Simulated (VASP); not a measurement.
# Ag in VASP: a series of runs

Ag is run at these levels: PBE; tasks: single point.

Everything below comes from runs of VASP 6.6.1. Logs are shortened: lines on timing, memory, paths and dates and some standing lists are left out, and cuts for length are marked.

### Step 1. The cell of the first run

The structure is orthorhombic, space group Cmcm (No. 63). The conventional cell has a = 3.223 Å, b = 5.138 Å, c = 4.825 Å, α = 90.00°, β = 90.00°, γ = 90.00°. Ag (site symmetry m2m) has 12 Ag at 2.95 to 3.22 Å within 3.9 Å.

### Step 2. Single point, PBE (strained and its atoms moved)

Contents of INCAR:

```
PREC     = Accurate       # precision mode
ENCUT    = 520            # plane-wave cutoff, eV
EDIFF    = 1E-7           # SCF threshold, eV
ISMEAR   = 0              # smearing method
SIGMA    = 0.1            # smearing width, eV
LREAL    = F              # projectors in reciprocal space
LASPH    = T              # aspherical terms in the spheres
NELM     = 100            # most SCF steps
ALGO     = Fast           # electronic algorithm
ISIF     = 2              # what is computed and relaxed
LWAVE    = F              # write WAVECAR
LCHARG   = F              # write CHGCAR
GGA      = PE             # functional
NBANDS   = 18             # bands
```

Contents of KPOINTS:

```
regular mesh
0
Gamma
  14 14 8
```

Contents of POSCAR:

```
Ag
1.0
    3.2225290887      0.0000000000      0.0000000000
   -1.6112645444      2.5687903124      0.0000000000
    0.0000000000      0.0000000000      4.8250628000
Ag
2
Direct
    0.3037761329      0.6075522659      0.2500000000
    0.6962238671      0.3924477341      0.7500000000
```

Potentials or basis: VASP PAW PBE potentials, release 64 (Ag).

Run with:

```
> cat potpaw_PBE.64/Ag/POTCAR > POTCAR
> mpirun -np 1 vasp_std > vasp.out
```

OUTCAR:

```text
PREC = Accurate
   ENCUT = 520
   EDIFF = 1E-7
   ISMEAR = 0
   LREAL = F
   LASPH = T
   NELM = 100
   ISIF = 2
   GGA = PE

 ion  position               nearest neighbor table
   1  0.304  0.608  0.250-   2 2.95   2 2.95   2 2.95   2 2.95   2 3.14   2 3.14
   2  0.696  0.392  0.750-   1 2.95   1 2.95   1 2.95   1 2.95   1 3.14   1 3.14

  Warning from LATTYP: Monoclinic adjustment (A1->A3, A2->A1, A3->A2)!
  LATTYP: Found a base centered orthorhombic cell.
 ALAT       =     3.2225290887
 B/A-ratio  =     1.5942697439
 C/A-ratio  =     1.4972906891

  Lattice vectors:

 A1 = (   1.6112645444,  -2.5687903124,   0.0000000000)
 A2 = (   1.6112645443,   2.5687903124,   0.0000000000)
 A3 = (   0.0000000000,   0.0000000000,   4.8250628000)

Analysis of symmetry for initial positions (statically):
=====================================================================
 Subroutine PRICEL returns:
 Original cell was already a primitive cell.

 Routine SETGRP: Setting up the symmetry group for a
 base centered orthorhombic supercell.

 Subroutine GETGRP returns: Found  8 space group operations
 (whereof  4 operations were pure point group operations)
 out of a pool of  8 trial point group operations.

The static configuration has the point symmetry C_2h.
 The point group associated with its full space group is D_2h.

Analysis of symmetry for dynamics (positions and initial velocities):
=====================================================================
 Subroutine PRICEL returns:
 Original cell was already a primitive cell.

 Routine SETGRP: Setting up the symmetry group for a
 base centered orthorhombic supercell.

 Subroutine GETGRP returns: Found  8 space group operations
 (whereof  4 operations were pure point group operations)
 out of a pool of  8 trial point group operations.

The dynamic configuration has the point symmetry C_2h.
 The point group associated with its full space group is D_2h.

 Subroutine INISYM returns: Found  8 space group operations
 (whereof  4 operations are pure point group operations),
 and found     1 'primitive' translations

----------------------------------------------------------------------------------------

                                     Primitive cell

  volume of cell :      39.9419

  direct lattice vectors                    reciprocal lattice vectors
     3.222529089  0.000000000  0.000000000     0.310315275  0.194644147  0.000000000
    -1.611264544  2.568790312  0.000000000     0.000000000  0.389288295  0.000000000
     0.000000000  0.000000000  4.825062800     0.000000000  0.000000000  0.207251189

  length of vectors
     3.222529089  3.032302277  4.825062800     0.366308496  0.389288295  0.207251189

  position of ions in fractional coordinates (direct lattice)
     0.303776133  0.607552266  0.250000000
     0.696223867  0.392447734  0.750000000

  ion indices of the primitive-cell ions
   primitive index   ion index
                 1           1
                 2           2

----------------------------------------------------------------------------------------

 KPOINTS: regular mesh

Automatic generation of k-mesh.
 Grid dimensions read from file:
 generate k-points for:   14   14    8

 Generating k-lattice:

  Cartesian coordinates                     Fractional coordinates (reciprocal lattice)
     0.022165377  0.013903153  0.000000000     0.071428571  0.000000000  0.000000000
     0.000000000  0.027806307  0.000000000     0.000000000  0.071428571  0.000000000
     0.000000000  0.000000000  0.025906399     0.000000000  0.000000000  0.125000000

  Length of vectors
     0.026164893  0.027806307  0.025906399

  Shift w.r.t. Gamma in fractional coordinates (k-lattice)
     0.000000000  0.000000000  0.000000000

 Subroutine IBZKPT returns following result:
 ===========================================

 Found    285 irreducible k-points:

 Following reciprocal coordinates:
            Coordinates               Weight
  0.000000  0.000000  0.000000      1.000000
  0.071429  0.000000  0.000000      4.000000
  0.142857  0.000000  0.000000      4.000000
  0.214286  0.000000  0.000000      4.000000
  0.285714  0.000000  0.000000      4.000000
  0.357143  0.000000  0.000000      4.000000
[... 16 lines left out ...]
  0.071429  0.142857  0.000000      4.000000
  0.142857  0.142857  0.000000      4.000000
 [... further k-points ...]
   k-points           NKPTS =    285   k-points in BZ     NKDIM =    285   number of bands    NBANDS=     18
   number of dos      NEDOS =    301   number of ions     NIONS =      2
   total plane-waves  NPLWV =  20736
   dimension x,y,z NGX =    24 NGY =   24 NGZ =   36
   dimension x,y,z NGXF=    48 NGYF=   48 NGZF=   72
   ions per type =               2
   NGX,Y,Z   is equivalent  to a cutoff of  12.38, 13.16, 12.40 a.u.
   NGXF,Y,Z  is equivalent  to a cutoff of  24.76, 26.32, 24.81 a.u.
 SYSTEM =  unknown system
   PREC   = accura    normal or accurate (medium, high low for compatibility)
   ISTART =      0    job   : 0-new  1-cont  2-samecut
   ICHARG =      2    charge: 1-file 2-atom 10-const
   ISPIN  =      1    spin polarized calculation?
   LNONCOLLINEAR =      F non collinear calculations
   LSORBIT =      F    spin-orbit coupling
   LASPH  =      T    aspherical Exc in radial PAW
   ENCUT  =  520.0 eV  38.22 Ry    6.18 a.u.   5.99  5.64  8.97*2*pi/ulx,y,z
   NELM   =    100;   NELMIN=  2; NELMDL= -5     # of ELM steps
   EDIFF  = 0.1E-06   stopping-criterion for ELM
   LREAL  =      F    real-space projection
   EDIFFG = 0.1E-05   stopping-criterion for IOM
   NSW    =      0    number of steps for IOM
   IBRION =     -1    ionic relax: 0-MD 1-quasi-New 2-CG
   NFREE  =      0    steps in history (QN), initial steepest desc. (CG)
   ISIF   =      2    stress and relaxation
   ISYM   =      2    0-nonsym 1-usesym 2-fastsym
   POTIM  = 0.5000    time-step for ionic-motion
   TEBEG  =    0.0;   TEEND  =   0.0 temperature during run
   PSTRESS=    0.0 pullay stress
   NELECT =      22.0000    total number of electrons
   NUPDOWN=      -1.0000    fix difference up-down
   EMIN   =  10.00;   EMAX   =-10.00  energy-range for DOS
   EFERMI =   0.00;   METHOD = LEGACY
   ISMEAR =     0;   SIGMA  =   0.10  broadening in eV -4-tet -1-fermi 0-gaus
   EFERMI_NEDOS =   21; number of points for ismear=-14 and -15
   IALGO  =     68    algorithm
   IMIX   =      4    mixing-type and parameters
     AMIX     =   0.40;   BMIX     =  1.00
     AMIX_MAG =   1.60;   BMIX_MAG =  1.00
  volume/ion in A,a.u.               =      19.97       134.77
  Fermi-wavevector in a.u.,A,eV,Ry     =   1.341960  2.535937 24.502142  1.800857
  Thomas-Fermi vector in A             =   2.470152
   LORBIT       =      0    0 simple, 1 ext, 2 COOP (PROOUT), +10 PAW based schemes
   GGA     = PE    functional components
   LHFCALC =     F    Hartree Fock is set to
   AEXX    =    0.0000 exact exchange contribution
   IVDW    =     0    specifies the selected vdW correction
   LEPSILON=     F    determine dielectric tensor
   LRPA    =     F    only Hartree local field effects (RPA)
 non-spin polarized calculation
 RMM-DIIS sequential band-by-band and
 Gauss-broadening in eV      SIGMA  =   0.10
  energy-cutoff  :      520.00
  volume of cell :       39.94
 maximum number of plane-waves:      1096
   NGX = 11   NGY = 11   NGZ = 17

 number of electron      22.0000000 magnetization

 Free energy of the ion-electron system (eV)
  ---------------------------------------------------
  ext. energy  EPLUGINS =         0.00000000
  ---------------------------------------------------
  free energy    TOTEN  =        -5.29741187 eV

  energy without entropy =       -5.29499471  energy(sigma->0) =       -5.29620329

 E-fermi :   6.4284     XC(G=0): -11.2889

 val. band max:        6.4271250678   @ k =   0.0714   0.2857   0.3750
 cond. band min:       6.4349012457   @ k =   0.5000   0.0714   0.3750
 fundamental gap:      0.0077761779
 Fermi energy:         6.4284326931

 k-point     1 :       0.0000    0.0000    0.0000
  band No.  band energies     occupation
      1      -0.2596      2.00000
      2       0.9336      2.00000
      3       1.8649      2.00000
      4       2.0849      2.00000
      5       2.1936      2.00000
      6       2.2638      2.00000
[... 10 lines left out ...]
     17      23.9856      0.00000
     18      24.5145      0.00000

 k-point     2 :       0.0714    0.0000    0.0000
  band No.  band energies     occupation
      1      -0.1439      2.00000
      2       0.9922      2.00000
      3       1.8466      2.00000
      4       2.1181      2.00000
      5       2.1723      2.00000
      6       2.2800      2.00000
[... 10 lines left out ...]
     17      23.9796      0.00000
     18      24.1659      0.00000

 k-point     3 :       0.1429    0.0000    0.0000
  band No.  band energies     occupation
      1       0.1882      2.00000
      2       1.1418      2.00000
      3       1.8041      2.00000
      4       2.1031      2.00000
      5       2.1403      2.00000
      6       2.4044      2.00000
[... 10 lines left out ...]
     17      22.9354      0.00000
     18      24.1044      0.00000

 k-point     4 :       0.2143    0.0000    0.0000
  band No.  band energies     occupation
      1       0.6727      2.00000
      2       1.2788      2.00000
      3       1.8121      2.00000
      4       1.9693      2.00000
      5       2.1335      2.00000
      6       2.5495      2.00000
[... 375 lines left out ...]
      4       2.0926      2.00000
      5       2.1285      2.00000
      6       2.4401      2.00000
[... 10 lines left out ...]
     17      23.6074      0.00000
     18      24.7174      0.00000

 k-point    23 :       0.0714    0.1429    0.0000
  band No.  band energies     occupation
      1       0.5508      2.00000
      2       1.2583      2.00000
      3       1.9699      2.00000
      4       2.0019      2.00000
      5       2.2504      2.00000
      6       2.2547      2.00000
[... 10 lines left out ...]
     17      22.6658      0.00000
     18      23.7158      0.00000

 k-point    24 :       0.1429    0.1429    0.0000
  band No.  band energies     occupation
      1       0.9867      2.00000
      2       1.4034      2.00000
      3       1.8129      2.00000
      4       1.8273      2.00000
      5       2.1377      2.00000
      6       2.2234      2.00000
[... 10 lines left out ...]
     17      21.6782      0.00000
     18      22.5790      0.00000

 [... further k-points ...]
[... 5 lines left out ...]
  --------------------------------------------------------------------------------------
  -------------------------------------------------------------------------------------
  Total       -1.9425033     -1.8425288     -1.3958985      0.0000000     -0.0000000      0.0000000
  in kB      -77.9190902    -73.9088434    -55.9932846      0.0000000     -0.0000000      0.0000000
  external PRESSURE =     -69.2737394 kB  Pullay stress =       0.0000000 kB

 VOLUME and BASIS-vectors are now :
 -----------------------------------------------------------------------------
  energy-cutoff  :      520.00
  volume of cell :       39.94
      direct lattice vectors                 reciprocal lattice vectors
     3.222529089  0.000000000  0.000000000     0.310315275  0.194644147  0.000000000
    -1.611264544  2.568790312  0.000000000     0.000000000  0.389288295  0.000000000
     0.000000000  0.000000000  4.825062800     0.000000000  0.000000000  0.207251189

 POSITION                                       TOTAL-FORCE (eV/Angst)
 -----------------------------------------------------------------------------------
     -0.00000      1.56067      1.20627        -0.000000      0.067428     -0.000000
      1.61126      1.00812      3.61880         0.000000     -0.067428      0.000000
 -----------------------------------------------------------------------------------
    total drift:                               -0.000000      0.000000      0.000000

  FREE ENERGIE OF THE ION-ELECTRON SYSTEM (eV)
  ---------------------------------------------------
  free  energy   TOTEN  =        -5.2974118699 eV

  energy  without entropy=       -5.2949947090  energy(sigma->0) =       -5.29620329
```

It took 1.8 min on 1 thread of Intel Xeon Platinum 8259CL at 2.50GHz (Skylake/Cascade Lake), shared host; peak memory 0.28 GiB.

What came out:

- Free energy: -5.2974 eV
- Pressure: -6.9 GPa
- Largest force: 0.067 eV/Å
- Band gap on the k mesh: zero (band 11 reaches 10.00 eV, above the bottom of band 12 at 3.24 eV)

Forces in eV/Å, atoms in the order of the input:
```
Ag   0.000  0.067  0.000
Ag   0.000 -0.067  0.000
```

Caveat: the cell differs from its parent crystal (strained and its atoms moved).

### Step 3. Single point, PBE (strained and its atoms moved)

Contents of INCAR:

```
PREC = Accurate
ENCUT = 520
EDIFF = 1E-6
ISMEAR = 0
SIGMA = 0.1
LREAL = False
LASPH = True
NELM = 60
ALGO = Fast
ISIF = 2
LWAVE = False
LCHARG = False
GGA = PE
NBANDS = 18
```

KPOINTS is that of step 2.

Contents of POSCAR:

```
Ag
1.0
    3.0348041117     -0.0902146409      0.0000000000
   -1.5955302267      2.4967688130      0.0000000000
    0.0000000000      0.0000000000      4.8695619000
Ag
2
Direct
    0.3119739970      0.6647719601      0.2500000000
    0.6880260030      0.3352280399      0.7500000000
```

Potentials or basis: VASP PAW PBE potentials, release 64 (Ag).

Run with:

```
> cat potpaw_PBE.64/Ag/POTCAR > POTCAR
> mpirun -np 1 vasp_std > vasp.out
```

OUTCAR:

```text
PREC = Accurate
   ENCUT = 520
   EDIFF = 1E-6
   ISMEAR = 0
   LREAL = False
   LASPH = True
   NELM = 60
   ISIF = 2
   GGA = PE

 ion  position               nearest neighbor table
   1  0.312  0.665  0.250-   2 2.90   2 2.90   2 2.94   2 2.94   2 3.07   2 3.07
   2  0.688  0.335  0.750-   1 2.90   1 2.90   1 2.94   1 2.94   1 3.07   1 3.07

  Warning from LATTYP: Monoclinic adjustment (A1->A3, A2->A1, A3->A2)!
  Warning from LATTYP: Got some problem with cell dimensions!
  Tried to take original basis but could not verify dimensions!
  LATTYP: Found a simple monoclinic cell.
 ALAT       =     2.8041063281
 B/A-ratio  =     1.7365824724
[... 683 lines left out ...]
      6       3.3146      2.00000
[... 10 lines left out ...]
     17      24.8226      0.00000
     18      25.3970      0.00000

 [... further k-points ...]
[... 5 lines left out ...]
  --------------------------------------------------------------------------------------
  -------------------------------------------------------------------------------------
  Total       -0.4448085      0.4114579     -0.1780416      0.6308035      0.0000000      0.0000000
  in kB      -19.6885715     18.2123749     -7.8806584     27.9212752      0.0000000      0.0000000
  external PRESSURE =      -3.1189517 kB  Pullay stress =       0.0000000 kB

 VOLUME and BASIS-vectors are now :
 -----------------------------------------------------------------------------
  energy-cutoff  :      520.00
  volume of cell :       36.20
      direct lattice vectors                 reciprocal lattice vectors
     3.034804112 -0.090214641  0.000000000     0.335891311  0.214647322  0.000000000
    -1.595530227  2.496768813  0.000000000     0.012136612  0.408273416  0.000000000
     0.000000000  0.000000000  4.869561900     0.000000000  0.000000000  0.205357283

 POSITION                                       TOTAL-FORCE (eV/Angst)
 -----------------------------------------------------------------------------------
     -0.11388      1.63164      1.21739         0.139019     -0.040584      0.000000
      1.55316      0.77492      3.65217        -0.139019      0.040584     -0.000000
 -----------------------------------------------------------------------------------
    total drift:                               -0.000000      0.000000      0.000000

  FREE ENERGIE OF THE ION-ELECTRON SYSTEM (eV)
  ---------------------------------------------------
  free  energy   TOTEN  =        -5.3818751598 eV

  energy  without entropy=       -5.3792298271  energy(sigma->0) =       -5.38055249
```

stdout:

```text
POSCAR found type information on POSCAR Ag
 POSCAR found :  1 types and       2 ions
 scaLAPACK will be used
 LDA part: xc-table for (Slater+PW92), standard interpolation
 POSCAR, INCAR and KPOINTS ok, starting setup
 FFT: planning ... GRIDC
 FFT: planning ... GRID_SOFT
 FFT: planning ... GRID
 WAVECAR not read
 entering main loop
```

Wall time 2.4 min (1 thread of Intel Xeon 6975P-C, shared host); peak memory 0.37 GiB.

What came out:

- Free energy: -5.3819 eV
- Pressure: -0.3 GPa
- Largest force: 0.145 eV/Å
- Band gap on the k mesh: zero (band 11 reaches 11.33 eV, above the bottom of band 12 at 4.34 eV)

Forces on the atoms (eV/Å):
```
Ag   0.139 -0.041  0.000
Ag  -0.139  0.041  0.000
```

Levels at points of the mesh, in eV from the Fermi level:
| k point | band 9 | band 10 | band 11 | band 12 | band 13 | band 14 |
| --- | --- | --- | --- | --- | --- | --- |
| (0.00, 0.00, 0.00) | -3.87 | -3.32 | -2.95 | -0.38 | 3.03 | 15.19 |
| (0.50, 0.00, 0.00) | -3.01 | -2.85 | 0.46 | 1.46 | 6.94 | 7.35 |
| (0.00, 0.50, 0.00) | -2.89 | -2.78 | 0.51 | 1.98 | 6.96 | 7.25 |
| (0.50, 0.50, 0.00) | -2.93 | -2.87 | -0.40 | 1.01 | 5.74 | 5.89 |
| (0.00, 0.00, 0.50) | -3.43 | -3.43 | -3.32 | -3.32 | 10.31 | 10.31 |
| (0.50, 0.00, 0.50) | -2.80 | -2.80 | 0.82 | 0.82 | 4.62 | 4.62 |
| (0.00, 0.50, 0.50) | -2.80 | -2.80 | 1.23 | 1.23 | 4.88 | 4.88 |
| (0.50, 0.50, 0.50) | -2.93 | -2.93 | 0.53 | 0.53 | 3.42 | 3.42 |

Caveat: the cell differs from its parent crystal (strained and its atoms moved).
